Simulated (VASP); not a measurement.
# Li2H5Ir (P4/mmm) in VASP: single point with LDA

Aim: the single point of Li2H5Ir with LDA.

Everything below comes from runs of VASP 6.6.1. Logs are shortened: lines on timing, memory, paths and dates and some standing lists are left out, and cuts for length are marked.

## 1. The cell of the first run

Symmetry: P4/mmm, No. 123, tetragonal system. Conventional cell: a = 4.812 Å, b = 4.812 Å, c = 3.264 Å, α = 90.00°, β = 90.00°, γ = 90.00°. Within 3.1 Å of Li (site symmetry mmm) lie 10 H at 2.36 to 2.41 Å and 4 Ir at 2.91 Å. Within 2.2 Å of H (site symmetry 4/mmm) lie 2 Ir at 1.63 Å. Within 2.2 Å of H (site symmetry m2m) lie 1 Ir at 1.68 Å. Ir (site symmetry 4/mmm) has 6 H at 1.63 to 1.68 Å within 2.2 Å.

## 2. Single point, LDA

POSCAR

```
Li2H5Ir
1.0
    4.8124629000      0.0000000000      0.0000000000
    0.0000000000      4.8124629000      0.0000000000
    0.0000000000      0.0000000000      3.2644310000
Li H Ir
2 5 1
Direct
    0.0000000000      0.5000000000      0.5000000000
    0.5000000000      0.0000000000      0.5000000000
    0.0000000000      0.0000000000      0.5000000000
    0.2466350000      0.2466350000      0.0000000000
    0.7533650000      0.2466350000      0.0000000000
    0.7533650000      0.7533650000      0.0000000000
    0.2466350000      0.7533650000      0.0000000000
    0.0000000000      0.0000000000      0.0000000000
```

INCAR.step1

```
ALGO     = Normal         # electronic algorithm
EDIFF    = 1E-6           # SCF threshold, eV
ENCUT    = 650            # plane-wave cutoff, eV
GGA      = CA             # functional
GGA_COMPAT= False        
ISIF     = 2              # what is computed and relaxed
ISMEAR   = 0              # smearing method
LASPH    = True           # aspherical terms in the spheres
LCHARG   = True           # write CHGCAR
LMAXMIX  = 4              # l up to which the mixer works
LORBIT   = 11             # projections on sites
LREAL    = False          # projectors in reciprocal space
LWAVE    = False          # write WAVECAR
NBANDS   = 24             # bands
NEDOS    = 2001           # points of the DOS
NELM     = 120            # most SCF steps
PREC     = Accurate       # precision mode
SIGMA    = 0.1            # smearing width, eV
```

KPOINTS.step1

```
k-points
0
Gamma
  8 8 12
```

INCAR.step2

```
ALGO     = Normal         # electronic algorithm
EDIFF    = 1E-6           # SCF threshold, eV
ENCUT    = 650            # plane-wave cutoff, eV
GGA      = CA             # functional
GGA_COMPAT= False        
ICHARG   = 11             # starting density
ISIF     = 2              # what is computed and relaxed
ISMEAR   = -5             # smearing method
LASPH    = True           # aspherical terms in the spheres
LCHARG   = False          # write CHGCAR
LMAXMIX  = 4              # l up to which the mixer works
LORBIT   = 11             # projections on sites
LREAL    = False          # projectors in reciprocal space
LWAVE    = False          # write WAVECAR
NEDOS    = 1001           # points of the DOS
NELM     = 120            # most SCF steps
PREC     = Accurate       # precision mode
SIGMA    = 0.1            # smearing width, eV
```

KPOINTS.step2

```
k-points
0
Gamma
  12 12 18
```

Potentials or basis: VASP PAW LDA potentials, release 64 (Li_sv, H, Ir_sv_GW).

The run is started by

```sh
> cat potpaw_LDA.64/Li_sv/POTCAR potpaw_LDA.64/H/POTCAR potpaw_LDA.64/Ir_sv_GW/POTCAR > POTCAR
> cp INCAR.step1 INCAR
> cp KPOINTS.step1 KPOINTS
> mpirun -np 1 vasp_std > vasp.out
> cp INCAR.step2 INCAR
> cp KPOINTS.step2 KPOINTS
> mpirun -np 1 vasp_std > vasp.out
```

OUTCAR:

```text
EDIFF = 1E-6
   ENCUT = 650
   GGA = CA
   ICHARG = 11
   ISIF = 2
   ISMEAR = -5
   LASPH = True
   LORBIT = 11
   LREAL = False
   NELM = 120
   PREC = Accurate

 ion  position               nearest neighbor table
   1  0.000  0.500  0.500-   8 2.91   8 2.91   8 2.91   8 2.91
   2  0.500  0.000  0.500-   8 2.91   8 2.91   8 2.91   8 2.91
   3  0.000  0.000  0.500-   8 1.63   8 1.63
   4  0.247  0.247  0.000-   8 1.68
   5  0.753  0.247  0.000-   8 1.68
   6  0.753  0.753  0.000-   8 1.68
   7  0.247  0.753  0.000-   8 1.68
   8  0.000  0.000  0.000-   3 1.63   3 1.63   5 1.68   6 1.68   7 1.68   4 1.68   1 2.91   1 2.91
                             2 2.91   2 2.91   1 2.91   1 2.91   2 2.91   2 2.91

  LATTYP: Found a simple tetragonal cell.
 ALAT       =     4.8124629000
 C/A-ratio  =     0.6783285540

  Lattice vectors:

 A1 = (   4.8124629000,   0.0000000000,   0.0000000000)
 A2 = (   0.0000000000,   4.8124629000,   0.0000000000)
 A3 = (   0.0000000000,   0.0000000000,   3.2644310000)

Analysis of symmetry for initial positions (statically):
=====================================================================
 Subroutine PRICEL returns:
 Original cell was already a primitive cell.

 Routine SETGRP: Setting up the symmetry group for a
 simple tetragonal supercell.

 Subroutine GETGRP returns: Found 16 space group operations
 (whereof 16 operations were pure point group operations)
 out of a pool of 16 trial point group operations.

The static configuration has the point symmetry D_4h.

Analysis of symmetry for dynamics (positions and initial velocities):
=====================================================================
 Subroutine PRICEL returns:
 Original cell was already a primitive cell.

 Routine SETGRP: Setting up the symmetry group for a
 simple tetragonal supercell.

 Subroutine GETGRP returns: Found 16 space group operations
 (whereof 16 operations were pure point group operations)
 out of a pool of 16 trial point group operations.

The dynamic configuration has the point symmetry D_4h.

 Subroutine INISYM returns: Found 16 space group operations
 (whereof 16 operations are pure point group operations),
 and found     1 'primitive' translations

----------------------------------------------------------------------------------------

                                     Primitive cell

  volume of cell :      75.6036

  direct lattice vectors                    reciprocal lattice vectors
     4.812462900  0.000000000  0.000000000     0.207793810  0.000000000  0.000000000
     0.000000000  4.812462900  0.000000000     0.000000000  0.207793810  0.000000000
     0.000000000  0.000000000  3.264431000     0.000000000  0.000000000  0.306332099

  length of vectors
     4.812462900  4.812462900  3.264431000     0.207793810  0.207793810  0.306332099

  position of ions in fractional coordinates (direct lattice)
     0.000000000  0.500000000  0.500000000
     0.500000000  0.000000000  0.500000000
     0.000000000  0.000000000  0.500000000
     0.246635000  0.246635000  0.000000000
     0.753365000  0.246635000  0.000000000
     0.753365000  0.753365000  0.000000000
     0.246635000  0.753365000  0.000000000
     0.000000000  0.000000000  0.000000000

  ion indices of the primitive-cell ions
   primitive index   ion index
                 1           1
                 2           2
                 3           3
                 4           4
                 5           5
                 6           6
                 7           7
                 8           8

----------------------------------------------------------------------------------------

 KPOINTS: k-points

Automatic generation of k-mesh.
 Grid dimensions read from file:
 generate k-points for:   12   12   18

 Generating k-lattice:

  Cartesian coordinates                     Fractional coordinates (reciprocal lattice)
     0.017316151  0.000000000  0.000000000     0.083333333  0.000000000  0.000000000
     0.000000000  0.017316151  0.000000000     0.000000000  0.083333333  0.000000000
     0.000000000  0.000000000  0.017018450     0.000000000  0.000000000  0.055555556

  Length of vectors
     0.017316151  0.017316151  0.017018450

  Shift w.r.t. Gamma in fractional coordinates (k-lattice)
     0.000000000  0.000000000  0.000000000

 TETIRR: Found   3888 inequivalent tetrahedra from    15552

 Subroutine IBZKPT returns following result:
 ===========================================

 Found    280 irreducible k-points:

 Following reciprocal coordinates:
            Coordinates               Weight
  0.000000  0.000000  0.000000      1.000000
  0.083333  0.000000  0.000000      4.000000
  0.166667  0.000000  0.000000      4.000000
  0.250000  0.000000  0.000000      4.000000
  0.333333  0.000000  0.000000      4.000000
  0.416667  0.000000  0.000000      4.000000
[... 16 lines left out ...]
  0.333333  0.333333  0.000000      4.000000
  0.416667  0.333333  0.000000      8.000000
 [... further k-points ...]
   k-points           NKPTS =    280   k-points in BZ     NKDIM =    280   number of bands    NBANDS=     19
   number of dos      NEDOS =   1001   number of ions     NIONS =      8
   total plane-waves  NPLWV =  44800
   dimension x,y,z NGX =    40 NGY =   40 NGZ =   28
   dimension x,y,z NGXF=    80 NGYF=   80 NGZF=   56
   ions per type =               2   5   1
   NGX,Y,Z   is equivalent  to a cutoff of  13.82, 13.82, 14.26 a.u.
   NGXF,Y,Z  is equivalent  to a cutoff of  27.64, 27.64, 28.52 a.u.
 SYSTEM =  unknown system
   PREC   = accura    normal or accurate (medium, high low for compatibility)
   ISTART =      0    job   : 0-new  1-cont  2-samecut
   ICHARG =     11    charge: 1-file 2-atom 10-const
   ISPIN  =      1    spin polarized calculation?
   LNONCOLLINEAR =      F non collinear calculations
   LSORBIT =      F    spin-orbit coupling
   LASPH  =      T    aspherical Exc in radial PAW
   ENCUT  =  650.0 eV  47.77 Ry    6.91 a.u.  10.00 10.00  6.79*2*pi/ulx,y,z
   NELM   =    120;   NELMIN=  2; NELMDL=  0     # of ELM steps
   EDIFF  = 0.1E-05   stopping-criterion for ELM
   LREAL  =      F    real-space projection
   EDIFFG = 0.1E-04   stopping-criterion for IOM
   NSW    =      0    number of steps for IOM
   IBRION =     -1    ionic relax: 0-MD 1-quasi-New 2-CG
   NFREE  =      0    steps in history (QN), initial steepest desc. (CG)
   ISIF   =      2    stress and relaxation
   ISYM   =      2    0-nonsym 1-usesym 2-fastsym
   POTIM  = 0.5000    time-step for ionic-motion
   TEBEG  =    0.0;   TEEND  =   0.0 temperature during run
   PSTRESS=    0.0 pullay stress
   NELECT =      28.0000    total number of electrons
   NUPDOWN=      -1.0000    fix difference up-down
   EMIN   =  10.00;   EMAX   =-10.00  energy-range for DOS
   EFERMI =   0.00;   METHOD = LEGACY
   ISMEAR =    -5;   SIGMA  =   0.10  broadening in eV -4-tet -1-fermi 0-gaus
   EFERMI_NEDOS =   21; number of points for ismear=-14 and -15
   IALGO  =     38    algorithm
   IMIX   =      4    mixing-type and parameters
     AMIX     =   0.40;   BMIX     =  1.00
     AMIX_MAG =   1.60;   BMIX_MAG =  1.00
  volume/ion in A,a.u.               =       9.45        63.77
  Fermi-wavevector in a.u.,A,eV,Ry     =   1.175656  2.221667 18.805508  1.382166
  Thomas-Fermi vector in A             =   2.312033
   LORBIT       =     11    0 simple, 1 ext, 2 COOP (PROOUT), +10 PAW based schemes
   GGA     = CA    functional components
   LHFCALC =     F    Hartree Fock is set to
   AEXX    =    0.0000 exact exchange contribution
   IVDW    =     0    specifies the selected vdW correction
   LEPSILON=     F    determine dielectric tensor
   LRPA    =     F    only Hartree local field effects (RPA)
 non-spin polarized calculation
 Fermi weights with tetrahedron method with Bloechl corrections
  energy-cutoff  :      650.00
  volume of cell :       75.60
 maximum number of plane-waves:      2872

 number of electron      27.9999985 magnetization

 Free energy of the ion-electron system (eV)
  ---------------------------------------------------
  ext. energy  EPLUGINS =         0.00000000
  ---------------------------------------------------
  free energy    TOTEN  =       -35.09493101 eV

  energy without entropy =      -35.09493101  energy(sigma->0) =      -35.09493101

 E-fermi :   1.0537     XC(G=0):  -9.0604

 val. band max:        1.0933181146   @ k =   0.5000   0.0000   0.3889
 cond. band min:       0.9835231615   @ k =   0.1667   0.0000   0.5000
 fundamental gap:     -0.1097949531
 Fermi energy:         1.0536794254

 k-point     1 :       0.0000    0.0000    0.0000
  band No.  band energies     occupation
      1     -89.7075      2.00000
      2     -47.0207      2.00000
      3     -46.7053      2.00000
      4     -46.7053      2.00000
      5     -43.1301      2.00000
      6     -43.1261      2.00000
[... 11 lines left out ...]
     18       7.9575      0.00000
     19       8.7850      0.00000

 k-point     2 :       0.0833    0.0000    0.0000
  band No.  band energies     occupation
      1     -89.7074      2.00000
      2     -47.0207      2.00000
      3     -46.7054      2.00000
      4     -46.7053      2.00000
      5     -43.1300      2.00000
      6     -43.1261      2.00000
[... 476 lines left out ...]
 k-point    24 :       0.4167    0.3333    0.0000
  band No.  band energies     occupation
      1     -89.7075      2.00000
      2     -47.0207      2.00000
      3     -46.7058      2.00000
      4     -46.7057      2.00000
      5     -43.1279      2.00000
      6     -43.1273      2.00000
[... 11 lines left out ...]
     18       9.8307      0.00000
     19      10.6683      0.00000

 [... further k-points ...]

------------------------ aborting loop because EDIFF is reached ----------------------------------------

  FORCE on cell =-STRESS in cart. coord.  units (eV):
  Direction    XX          YY          ZZ          XY          YZ          ZX
  --------------------------------------------------------------------------------------
  -------------------------------------------------------------------------------------
  Total       -2.1780045     -2.1780045     -1.4410840      0.0000000      0.0000000      0.0000000
  in kB      -46.1558838    -46.1558838    -30.5391967      0.0000000      0.0000000      0.0000000
  external PRESSURE =     -40.9503214 kB  Pullay stress =       0.0000000 kB

 VOLUME and BASIS-vectors are now :
 -----------------------------------------------------------------------------
  energy-cutoff  :      650.00
  volume of cell :       75.60
      direct lattice vectors                 reciprocal lattice vectors
     4.812462900  0.000000000  0.000000000     0.207793810  0.000000000  0.000000000
     0.000000000  4.812462900  0.000000000     0.000000000  0.207793810  0.000000000
     0.000000000  0.000000000  3.264431000     0.000000000  0.000000000  0.306332099

 POSITION                                       TOTAL-FORCE (eV/Angst)
 -----------------------------------------------------------------------------------
      0.00000      2.40623      1.63222         0.000000      0.000000     -0.000000
      2.40623      0.00000      1.63222         0.000000      0.000000     -0.000000
      0.00000      0.00000      1.63222         0.000000      0.000000     -0.000000
      1.18692      1.18692      0.00000        -0.056501     -0.056501      0.000000
      3.62554      1.18692      0.00000         0.056501     -0.056501      0.000000
      3.62554      3.62554      0.00000         0.056501      0.056501     -0.000000
      1.18692      3.62554      0.00000        -0.056501      0.056501     -0.000000
      0.00000      0.00000      0.00000         0.000000      0.000000     -0.000000
 -----------------------------------------------------------------------------------
    total drift:                               -0.000000     -0.000000     -0.000000

  FREE ENERGIE OF THE ION-ELECTRON SYSTEM (eV)
  ---------------------------------------------------
  free  energy   TOTEN  =       -35.0949310051 eV

  energy  without entropy=      -35.0949310051  energy(sigma->0) =      -35.09493101

 total charge

# of ion       s       p       d       f       tot
--------------------------------------------------
    1        2.007   0.046   0.000   0.000   2.053
    2        2.007   0.046   0.000   0.000   2.053
    3        0.580   0.035   0.000   0.000   0.615
    4        0.521   0.018   0.000   0.000   0.539
    5        0.521   0.018   0.000   0.000   0.539
    6        0.521   0.018   0.000   0.000   0.539
    7        0.521   0.018   0.000   0.000   0.539
    8        3.819   6.141   6.502   0.018  16.480
--------------------------------------------------
tot         10.496   6.341   6.502   0.018  23.356
```

Run time: 8.5 min. Hardware: 1 thread of Intel Xeon Platinum 8259CL at 2.50GHz (Skylake/Cascade Lake), shared host; peak memory 0.64 GiB.

Results:

- Valence electrons inside the program's atomic spheres: Li 2.05; H 0.61, 0.54 (each value once); Ir 16.48

Levels at points of the mesh, in eV from the Fermi level:
| k point | band 10 | band 11 | band 12 | band 13 | band 14 | band 15 | band 16 | band 17 | band 18 | band 19 |
| --- | --- | --- | --- | --- | --- | --- | --- | --- | --- | --- |
| (0.00, 0.00, 0.00) | -2.25 | -2.25 | -1.75 | -0.73 | -0.73 | 3.32 | 6.80 | 6.90 | 6.90 | 7.73 |
| (0.50, 0.00, 0.00) | -4.12 | -1.45 | -1.28 | -0.81 | -0.72 | 4.38 | 5.21 | 6.01 | 8.49 | 8.65 |
| (0.50, 0.50, 0.00) | -2.98 | -2.98 | -1.23 | -0.80 | -0.80 | 1.63 | 8.73 | 8.73 | 9.98 | 10.13 |
| (0.00, 0.00, 0.50) | -2.46 | -2.46 | -1.61 | -0.79 | -0.79 | -0.17 | 4.12 | 6.31 | 6.66 | 6.89 |
| (0.50, 0.00, 0.50) | -2.93 | -2.49 | -2.41 | -1.22 | 0.01 | 0.12 | 4.31 | 6.09 | 6.40 | 6.72 |
| (0.50, 0.50, 0.50) | -2.41 | -2.41 | -2.07 | -2.07 | -0.92 | 0.16 | 3.54 | 3.61 | 7.17 | 7.21 |

Caveat: spin-orbit coupling is left out, which moves the levels of the heavy elements.
